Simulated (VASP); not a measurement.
# Ni (Fd-3m) in VASP: further runs

Runs on Ni. Level: RPBE. Tasks: single point, relaxation of cell and atoms.

All numbers are computed with VASP 6.6.1; they aren't measurements. Logs are shortened: lines on timing, memory, paths and dates and some standing lists are left out, and cuts for length are marked.

## Step 1: The cell of the first run

The structure is cubic, space group Fd-3m (No. 227). Conventional cell: a = 5.161 Å, b = 5.161 Å, c = 5.161 Å, α = 90.00°, β = 90.00°, γ = 90.00°. Within 3.0 Å of Ni (site symmetry -43m) lie 4 Ni at 2.23 Å.

## Step 2: Single point, RPBE

The input, INCAR:

```
SYSTEM = Ni
ALGO     = Normal         ! electronic algorithm
EDIFF    = 1E-6           ! SCF threshold, eV
ENCUT    = 520            ! plane-wave cutoff, eV
GGA      = RP             ! functional
ISIF     = 2              ! what is computed and relaxed
ISMEAR   = -1             ! smearing method
LASPH    = .TRUE.         ! aspherical terms in the spheres
LCHARG   = .FALSE.        ! write CHGCAR
LREAL    = .FALSE.        ! projectors in reciprocal space
LWAVE    = .FALSE.        ! write WAVECAR
NBANDS   = 17             ! bands
NELM     = 80             ! most SCF steps
PREC     = Accurate       ! precision mode
SIGMA    = 0.1            ! smearing width, eV
```

The input, KPOINTS:

```
k-points
0
G
  11 11 11
  0 0 0
```

The input, POSCAR:

```
Ni
1.0
    0.0000000000      2.5803693435      2.5803693435
    2.5803693435      0.0000000000      2.5803693435
    2.5803693435      2.5803693435      0.0000000000
Ni
2
Direct
    0.1250000000      0.1250000000      0.1250000000
    0.8750000000      0.8750000000      0.8750000000
```

Potentials or basis: VASP PAW PBE potentials, release 64 (Ni).

Launch:

```bash
$ cat potpaw_PBE.64/Ni/POTCAR > POTCAR
$ mpirun -np 1 vasp_std > vasp.out
```

OUTCAR:

```text
SYSTEM = Ni
   EDIFF = 1E-6
   ENCUT = 520
   GGA = RP
   ISIF = 2
   ISMEAR = -1
   LASPH = .TRUE.
   LREAL = .FALSE.
   NELM = 80
   PREC = Accurate

 ion  position               nearest neighbor table
   1  0.125  0.125  0.125-   2 2.23   2 2.23   2 2.23   2 2.23
   2  0.875  0.875  0.875-   1 2.23   1 2.23   1 2.23   1 2.23

  LATTYP: Found a face centered cubic cell.
 ALAT       =     5.1607386870

  Lattice vectors:

 A1 = (   0.0000000000,   2.5803693435,   2.5803693435)
 A2 = (   2.5803693435,   0.0000000000,   2.5803693435)
 A3 = (   2.5803693435,   2.5803693435,   0.0000000000)

Analysis of symmetry for initial positions (statically):
=====================================================================
 Subroutine PRICEL returns:
 Original cell was already a primitive cell.

 Routine SETGRP: Setting up the symmetry group for a
 face centered cubic supercell.

 Subroutine GETGRP returns: Found 48 space group operations
 (whereof 12 operations were pure point group operations)
 out of a pool of 48 trial point group operations.

The static configuration has the point symmetry D_3d.
 The point group associated with its full space group is O_h .

Analysis of symmetry for dynamics (positions and initial velocities):
=====================================================================
 Subroutine PRICEL returns:
 Original cell was already a primitive cell.

 Routine SETGRP: Setting up the symmetry group for a
 face centered cubic supercell.

 Subroutine GETGRP returns: Found 48 space group operations
 (whereof 12 operations were pure point group operations)
 out of a pool of 48 trial point group operations.

The dynamic configuration has the point symmetry D_3d.
 The point group associated with its full space group is O_h .

 Subroutine INISYM returns: Found 48 space group operations
 (whereof 12 operations are pure point group operations),
 and found     1 'primitive' translations

----------------------------------------------------------------------------------------

                                     Primitive cell

  volume of cell :      34.3618

  direct lattice vectors                    reciprocal lattice vectors
     0.000000000  2.580369344  2.580369344    -0.193770710  0.193770710  0.193770710
     2.580369344  0.000000000  2.580369344     0.193770710 -0.193770710  0.193770710
     2.580369344  2.580369344  0.000000000     0.193770710  0.193770710 -0.193770710

  length of vectors
     3.649193322  3.649193322  3.649193322     0.335620715  0.335620715  0.335620715

  position of ions in fractional coordinates (direct lattice)
     0.125000000  0.125000000  0.125000000
     0.875000000  0.875000000  0.875000000

  ion indices of the primitive-cell ions
   primitive index   ion index
                 1           1
                 2           2

----------------------------------------------------------------------------------------

 KPOINTS: k-points

Automatic generation of k-mesh.
 Grid dimensions read from file:
 generate k-points for:   11   11   11

 Generating k-lattice:

  Cartesian coordinates                     Fractional coordinates (reciprocal lattice)
    -0.017615519  0.017615519  0.017615519     0.090909091  0.000000000  0.000000000
     0.017615519 -0.017615519  0.017615519     0.000000000  0.090909091  0.000000000
     0.017615519  0.017615519 -0.017615519     0.000000000  0.000000000  0.090909091

  Length of vectors
     0.030510974  0.030510974  0.030510974

  Shift w.r.t. Gamma in fractional coordinates (k-lattice)
     0.000000000  0.000000000  0.000000000

 Subroutine IBZKPT returns following result:
 ===========================================

 Found     56 irreducible k-points:

 Following reciprocal coordinates:
            Coordinates               Weight
  0.000000  0.000000  0.000000      1.000000
  0.090909  0.000000  0.000000      8.000000
  0.181818  0.000000  0.000000      8.000000
  0.272727  0.000000  0.000000      8.000000
  0.363636  0.000000  0.000000      8.000000
  0.454545  0.000000  0.000000      8.000000
[... 16 lines left out ...]
 -0.272727  0.181818  0.000000     24.000000
 -0.181818  0.181818  0.000000     12.000000
 [... further k-points ...]
   k-points           NKPTS =     56   k-points in BZ     NKDIM =     56   number of bands    NBANDS=     17
   number of dos      NEDOS =    301   number of ions     NIONS =      2
   total plane-waves  NPLWV =  21952
   dimension x,y,z NGX =    28 NGY =   28 NGZ =   28
   dimension x,y,z NGXF=    56 NGYF=   56 NGZF=   56
   ions per type =               2
   NGX,Y,Z   is equivalent  to a cutoff of  12.76, 12.76, 12.76 a.u.
   NGXF,Y,Z  is equivalent  to a cutoff of  25.51, 25.51, 25.51 a.u.
 SYSTEM =  Ni
   PREC   = accura    normal or accurate (medium, high low for compatibility)
   ISTART =      0    job   : 0-new  1-cont  2-samecut
   ICHARG =      2    charge: 1-file 2-atom 10-const
   ISPIN  =      1    spin polarized calculation?
   LNONCOLLINEAR =      F non collinear calculations
   LSORBIT =      F    spin-orbit coupling
   LASPH  =      T    aspherical Exc in radial PAW
   ENCUT  =  520.0 eV  38.22 Ry    6.18 a.u.   6.79  6.79  6.79*2*pi/ulx,y,z
   NELM   =     80;   NELMIN=  2; NELMDL= -5     # of ELM steps
   EDIFF  = 0.1E-05   stopping-criterion for ELM
   LREAL  =      F    real-space projection
   EDIFFG = 0.1E-04   stopping-criterion for IOM
   NSW    =      0    number of steps for IOM
   IBRION =     -1    ionic relax: 0-MD 1-quasi-New 2-CG
   NFREE  =      0    steps in history (QN), initial steepest desc. (CG)
   ISIF   =      2    stress and relaxation
   ISYM   =      2    0-nonsym 1-usesym 2-fastsym
   POTIM  = 0.5000    time-step for ionic-motion
   TEBEG  =    0.0;   TEEND  =   0.0 temperature during run
   PSTRESS=    0.0 pullay stress
   NELECT =      20.0000    total number of electrons
   NUPDOWN=      -1.0000    fix difference up-down
   EMIN   =  10.00;   EMAX   =-10.00  energy-range for DOS
   EFERMI =   0.00;   METHOD = LEGACY
   ISMEAR =    -1;   SIGMA  =   0.10  broadening in eV -4-tet -1-fermi 0-gaus
   EFERMI_NEDOS =   21; number of points for ismear=-14 and -15
   IALGO  =     38    algorithm
   IMIX   =      4    mixing-type and parameters
     AMIX     =   0.40;   BMIX     =  1.00
     AMIX_MAG =   1.60;   BMIX_MAG =  1.00
  volume/ion in A,a.u.               =      17.18       115.94
  Fermi-wavevector in a.u.,A,eV,Ry     =   1.366867  2.583004 25.420114  1.868326
  Thomas-Fermi vector in A             =   2.492970
   LORBIT       =      0    0 simple, 1 ext, 2 COOP (PROOUT), +10 PAW based schemes
   GGA     = RP    functional components
   LHFCALC =     F    Hartree Fock is set to
   AEXX    =    0.0000 exact exchange contribution
   IVDW    =     0    specifies the selected vdW correction
   LEPSILON=     F    determine dielectric tensor
   LRPA    =     F    only Hartree local field effects (RPA)
 non-spin polarized calculation
  energy-cutoff  :      520.00
  volume of cell :       34.36
 maximum number of plane-waves:       941
   NGX = 13   NGY = 13   NGZ = 13

 number of electron      20.0000021 magnetization

 Free energy of the ion-electron system (eV)
  ---------------------------------------------------
  ext. energy  EPLUGINS =         0.00000000
  ---------------------------------------------------
  free energy    TOTEN  =        -7.56712434 eV

  energy without entropy =       -7.34836143  energy(sigma->0) =       -7.45774288

 E-fermi :   4.3357     XC(G=0): -10.3317

 val. band max:        4.3333855575   @ k =   0.2727   0.1818   0.0909
 cond. band min:       4.3403567354   @ k =  -0.1818   0.1818   0.0000
 fundamental gap:      0.0069711779
 Fermi energy:         4.3356845878

 k-point     1 :       0.0000    0.0000    0.0000
  band No.  band energies     occupation
      1      -1.8349      2.00000
      2       1.9023      2.00000
      3       1.9023      2.00000
      4       1.9370      2.00000
      5       1.9370      2.00000
      6       1.9370      2.00000
[... 9 lines left out ...]
     16      16.5257      0.00000
     17      16.5257      0.00000

 k-point     2 :       0.0909    0.0000    0.0000
  band No.  band energies     occupation
      1      -1.6914      2.00000
      2       1.8098      2.00000
      3       1.8098      2.00000
      4       1.9423      2.00000
      5       2.0575      2.00000
      6       2.0575      2.00000
[... 9 lines left out ...]
     16      17.3953      0.00000
     17      17.3953      0.00000

 k-point     3 :       0.1818    0.0000    0.0000
  band No.  band energies     occupation
      1      -1.2703      2.00000
      2       1.7527      2.00000
      3       1.7527      2.00000
      4       1.9636      2.00000
      5       2.1766      2.00000
      6       2.1766      2.00000
[... 9 lines left out ...]
     16      18.1474      0.00000
     17      18.1474      0.00000

 k-point     4 :       0.2727    0.0000    0.0000
  band No.  band energies     occupation
      1      -0.6071      2.00000
      2       1.7544      2.00000
      3       1.7544      2.00000
      4       2.0082      2.00000
      5       2.2204      2.00000
      6       2.2204      2.00000
[... 9 lines left out ...]
     16      17.7567      0.00000
     17      17.7567      0.00000
[... 343 lines left out ...]
      1       1.0147      2.00000
      2       1.7310      2.00000
      3       1.7553      2.00000
      4       1.9605      2.00000
      5       2.1517      2.00000
      6       2.4469      2.00000
[... 9 lines left out ...]
     16      18.5835      0.00000
     17      19.3816      0.00000

 k-point    23 :      -0.2727    0.1818    0.0000
  band No.  band energies     occupation
      1       0.3408      2.00000
      2       1.6669      2.00000
      3       1.8502      2.00000
      4       1.9599      2.00000
      5       2.1161      2.00000
      6       2.4964      2.00000
[... 9 lines left out ...]
     16      18.4032      0.00000
     17      19.2501      0.00000

 k-point    24 :      -0.1818    0.1818    0.0000
  band No.  band energies     occupation
      1      -0.3856      2.00000
      2       1.6302      2.00000
      3       1.8889      2.00000
      4       1.9309      2.00000
      5       2.1469      2.00000
      6       2.4351      2.00000
[... 9 lines left out ...]
     16      18.0690      0.00000
     17      19.0927      0.00000

 [... further k-points ...]

------------------------ aborting loop because EDIFF is reached ----------------------------------------

  FORCE on cell =-STRESS in cart. coord.  units (eV):
  Direction    XX          YY          ZZ          XY          YZ          ZX
  --------------------------------------------------------------------------------------
  -------------------------------------------------------------------------------------
  Total        0.0247646      0.0247646      0.0247646     -0.0000000     -0.0000000      0.0000000
  in kB        1.1546906      1.1546906      1.1546906     -0.0000000     -0.0000000      0.0000000
  external PRESSURE =       1.1546906 kB  Pullay stress =       0.0000000 kB

 VOLUME and BASIS-vectors are now :
 -----------------------------------------------------------------------------
  energy-cutoff  :      520.00
  volume of cell :       34.36
      direct lattice vectors                 reciprocal lattice vectors
     0.000000000  2.580369344  2.580369344    -0.193770710  0.193770710  0.193770710
     2.580369344  0.000000000  2.580369344     0.193770710 -0.193770710  0.193770710
     2.580369344  2.580369344  0.000000000     0.193770710  0.193770710 -0.193770710

 POSITION                                       TOTAL-FORCE (eV/Angst)
 -----------------------------------------------------------------------------------
      0.64509      0.64509      0.64509        -0.000000      0.000000     -0.000000
      4.51565      4.51565      4.51565         0.000000     -0.000000      0.000000
 -----------------------------------------------------------------------------------
    total drift:                                0.000000      0.000000     -0.000000

  FREE ENERGIE OF THE ION-ELECTRON SYSTEM (eV)
  ---------------------------------------------------
  free  energy   TOTEN  =        -7.5671243369 eV

  energy  without entropy=       -7.3483614260  energy(sigma->0) =       -7.45774288
```

Wall time 24 s (1 thread of Intel Xeon 6975P-C, shared host); peak memory 0.17 GiB.

Results:

```yaml
Free_energy: -7.5671 eV
Pressure: 0.1 GPa
Band_gap_on_the_k_mesh: zero (band 10 reaches 4.40 eV, above the bottom of band 11 at 4.13 eV)
```

Caveat: the PAW data sets were made with another functional, which shifts forces and pressure a little; the run has no spin polarisation, though such a crystal can be magnetic. Spin polarisation is off, so any magnetic state and its effect on volume and gap are missing.

## Step 3: Relaxation of cell and atoms, RPBE

This run uses another cell than the first one, of 14.77 Å³/atom, 0.860 times its volume.

The input, INCAR:

```
SYSTEM = Ni
PREC = Accurate ; ENCUT = 600
EDIFF = 1E-7 ; ISMEAR = -1
SIGMA = 0.1 ; LREAL = .False.
LASPH = .True. ; NELM = 100
ALGO = Normal ; ISIF = 3
LWAVE = .False. ; LCHARG = .False.
GGA = RP ; IBRION = 2
NSW = 80 ; EDIFFG = -0.01
```

The input, KPOINTS:

```
regular mesh
0
Gamma
  11 11 11
  0 0 0
```

The input, POSCAR:

```
Ni
1.0
    0.0000000000      2.4534603088      2.4534603088
    2.4534603088      0.0000000000      2.4534603088
    2.4534603088      2.4534603088      0.0000000000
Ni
2
Direct
    0.1250000000      0.1250000000      0.1250000000
    0.8750000000      0.8750000000      0.8750000000
```

Potentials or basis: VASP PAW PBE potentials, release 64 (Ni).

Launch:

```bash
$ cat potpaw_PBE.64/Ni/POTCAR > POTCAR
$ mpirun -np 1 vasp_std > vasp.out
```

It took 81 s on 1 thread of Intel Xeon 6975P-C, shared host; peak memory 0.18 GiB.

Results (log left out):

```yaml
Free_energy: -7.5651 eV
Relaxed_volume: 17.21 Å³/atom
Relaxed_cell: a = 3.651 Å, b = 3.651 Å, c = 3.651 Å, α = 60.00°, β = 60.00°, γ = 60.00°
Space_group_after_relaxing_to_0.05_Å: Fd-3m (No. 227)
Energy_gained_by_relaxing: 112.4 meV/atom
Ionic_steps: 5
Pressure_after_relaxing: 0.0 GPa
Band_gap_on_the_k_mesh: zero (band 10 reaches 4.39 eV, above the bottom of band 11 at 4.11 eV)
```

The path:
| step | energy change (eV) | largest force (eV/Å) | pressure (GPa) | volume (Å³) |
| --- | --- | --- | --- | --- |
| 1 | 0.0000 | 0.0000 | 17.09 | 29.54 |
| 2 | -0.1898 | 0.0000 | -4.41 | 36.80 |
| 3 | -0.2248 | 0.0000 | 0.11 | 34.38 |
| 4 | -0.2248 | 0.0000 | -0.14 | 34.48 |
| 5 | -0.2248 | 0.0000 | 0.02 | 34.41 |

Final structure:
```
Ni
1.0
     0.00000    2.58165    2.58165
     2.58165    0.00000    2.58165
     2.58165    2.58165    0.00000
Ni
2
Direct
  0.12500 0.12500 0.12500
  0.87500 0.87500 0.87500
```

Levels at points of the mesh, in eV from the Fermi level:
```
           k point  band 6  band 7  band 8  band 9  band 10  band 11  band 12  band 13  band 14
(0.00, 0.00, 0.00)   -2.39   -1.00   -1.00   -1.00    -0.09    -0.09    11.56    11.56    11.56
```

Caveat: the volume moved by over 15 % at a fixed basis, so the end points are rough; the PAW data sets were made with another functional, which shifts forces and pressure a little; the run has no spin polarisation, though such a crystal can be magnetic. Spin polarisation is off, so any magnetic state and its effect on volume and gap are missing.
